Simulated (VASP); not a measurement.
Set up this calculation in VASP 6.6.1, as the native input.

```yaml
Task: single point
Functional: PBE
Potentials_or_basis: VASP PAW PBE potentials, release 64 (Ta_pv, F)
Cutoff: 520 eV
k_mesh: 12 × 12 × 12
Occupations: gaussian, width 0.15 eV
Spin: no spin polarisation
Dipole_correction: no
Further_INCAR_settings: ALGO = Normal; EDIFF = 1e-07; NBANDS = 24
```

The structure of TaF3 lies in POSCAR:

```
TaF3
1.0
    3.8426820000      0.0000000000      0.0000000000
    0.0000000000      3.8426820000      0.0000000000
    0.0000000000      0.0000000000      3.9012000000
Ta F
1 3
Direct
    0.0000000000      0.0000000000      0.0000000000
    0.5000000000      0.0000000000      0.0000000000
    0.0000000000      0.5000000000      0.0000000000
    0.0000000000      0.0000000000      0.5000000000
```

This cell differs from its parent crystal: strain -0.015 along x and y, +0.000 along z.

One way to write it, as run:

INCAR

```
PREC     = Accurate       # precision mode
ENCUT    = 520            # plane-wave cutoff, eV
EDIFF    = 1E-7           # SCF threshold, eV
ISMEAR   = 0              # smearing method
SIGMA    = 0.15           # smearing width, eV
LREAL    = F              # projectors in reciprocal space
LASPH    = T              # aspherical terms in the spheres
NELM     = 60             # most SCF steps
ALGO     = Normal         # electronic algorithm
ISIF     = 2              # what is computed and relaxed
LWAVE    = F              # write WAVECAR
LCHARG   = T              # write CHGCAR
GGA      = PE             # functional
LELF     = T              # ELF
LVHAR    = T            
NBANDS   = 24             # bands
```

KPOINTS

```
Automatic mesh
0
Gamma
  12 12 12
```

Potentials or basis: VASP PAW PBE potentials, release 64 (Ta_pv, F).

Run with:

```console
$ cat potpaw_PBE.64/Ta_pv/POTCAR potpaw_PBE.64/F/POTCAR > POTCAR
$ mpirun -np 1 vasp_std > vasp.out
```

Results of the run:

| Item | Value |
| --- | --- |
| Pressure | 33.0 GPa |
| Band gap on the k mesh | zero (bands 16 and 17 overlap by 3.16 eV) |

Caveat: the cell differs from its parent crystal (strain -0.015 along x and y, +0.000 along z); the cell stands under pressure; spin-orbit coupling is left out, which moves the levels of the heavy elements.

Wall time 6 min on 1 thread of Intel(R) Xeon(R) Platinum 8259CL CPU @ 2.50GHz (Skylake/Cascade Lake), on a shared host, peak memory 0.34 GiB.
